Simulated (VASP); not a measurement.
A run of VASP 6.6.1 is set up as follows.

Contents of INCAR:

```
PREC = Accurate
ENCUT = 750
EDIFF = 1E-7
ISMEAR = 0
SIGMA = 0.01
LREAL = False
LASPH = True
NELM = 120
ALGO = Normal
ISIF = 3
LWAVE = False
LCHARG = False
GGA = PE
IBRION = 2
NSW = 80
EDIFFG = -0.01
PSTRESS = 200.0
GGA_COMPAT = False
NELMIN = 4
```

File KPOINTS:

```
regular mesh
0
Gamma
  6 6 6
```

The input POSCAR:

```
Li2Se
1.0
    0.0000000000      3.0025000000      3.0025000000
    3.0025000000      0.0000000000      3.0025000000
    3.0025000000      3.0025000000      0.0000000000
Li Se
2 1
Direct
    0.2500000000      0.2500000000      0.2500000000
    0.7500000000      0.7500000000      0.7500000000
    0.0000000000      0.0000000000      0.0000000000
```

Potentials or basis: VASP PAW PBE potentials, release 64 (Li_sv, Se).

Launch:

```console
$ cat potpaw_PBE.64/Li_sv/POTCAR potpaw_PBE.64/Se/POTCAR > POTCAR
$ mpirun -np 1 vasp_std > vasp.out
```

Question: What does it give for the band gap on the k mesh?

Answer: 2.55 eV, indirect (least direct gap 4.79 eV).

Question: What does it give for the relaxed cell?

Answer: a = 3.820 Å, b = 3.820 Å, c = 3.820 Å, α = 60.00°, β = 60.00°, γ = 60.00°.

The path:
| step | energy change (eV) | largest force (eV/Å) | pressure (GPa) | volume (Å³) |
| --- | --- | --- | --- | --- |
| 1 | 0.0000 | 0.0000 | -0.04 | 54.14 |
| 2 | 0.8560 | 0.0000 | 23.08 | 38.30 |
| 3 | 0.7123 | 0.0000 | 20.14 | 39.37 |
| 4 | 0.6795 | 0.0000 | 19.46 | 39.64 |
| 5 | 0.6801 | 0.0000 | 19.47 | 39.63 |
| 6 | 0.6819 | 0.0000 | 19.50 | 39.62 |
| 7 | 0.6820 | 0.0000 | 19.51 | 39.62 |
| 8 | 0.6820 | 0.0000 | 19.51 | 39.62 |
| 9 | 0.6822 | 0.0000 | 19.51 | 39.61 |
| 10 | 0.6824 | 0.0000 | 19.52 | 39.61 |
| 11 | 0.6829 | 0.0000 | 19.53 | 39.61 |
| 12 | 0.6839 | 0.0000 | 19.55 | 39.60 |
| 13 | 0.6860 | 0.0000 | 19.59 | 39.58 |
| 14 | 0.6901 | 0.0000 | 19.67 | 39.55 |
| 15 | 0.6983 | 0.0000 | 19.85 | 39.48 |
| 16 | 0.7149 | 0.0000 | 20.19 | 39.35 |
| 17 | 0.7055 | 0.0000 | 19.99 | 39.43 |

Caveat: the cell is relaxed towards a set pressure, so the enthalpy falls and the energy may rise; the volume moved by over 15 % at a fixed basis, so the end points are rough. A k mesh can miss the band edges.
